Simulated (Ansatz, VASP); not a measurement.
# HfTi2S4 in VASP and in Ansatz

```
CELL_PARAMETERS angstrom
3.36586 0.00000 0.00000
-1.68293 2.91492 0.00000
0.00000 0.00000 12.90957
ATOMIC_POSITIONS crystal
Hf 0.00000 0.00000 0.00000
Ti 0.00000 0.00000 0.73675
Ti 0.00000 0.00000 0.26325
S 0.66667 0.33333 0.86559
S 0.33333 0.66667 0.13441
S 0.66667 0.33333 0.37141
S 0.33333 0.66667 0.62859
```

Alike in both runs: task single point; functional PBE; k mesh 6 × 6 × 2; occupations gaussian, width 0.2 eV; no spin polarisation.

|  | VASP | Ansatz |
| --- | --- | --- |
| version | VASP 6.6.1 | Ansatz 0.2.0 |
| potentials or method | VASP PAW PBE potentials, release 64 (Hf_pv, Ti_sv, S), cutoff 520 eV | scalar-relativistic, plane waves, PAW |
| valence electrons in the cell | 58 | 74 |

VASP gave:

```
gap on the k mesh at the Fermi level (eV)                     : none
pressure (GPa)                                                : -0.2
traceless stress, the component that is largest in VASP (GPa) : -0.33
rms of the force components (eV/Å)                            : 0.040
```

Estimate Ansatz's values.

gap on the k mesh at the Fermi level (eV): none; pressure (GPa): 0.1; traceless stress, the component that is largest in VASP (GPa): -0.33; rms of the force components (eV/Å): 0.033.

Atom by atom the forces differ by 0.017 eV/Å (rms over components). A gap of «none» marks a metal or a gap that the smearing closes. The functional is the same, so the differences come from potentials, cutoffs and numerics. VASP's potentials hold 58 valence electrons a cell and Ansatz's 74, so a difference there can come from the potentials and not from the codes.

Spin-orbit coupling is off throughout.
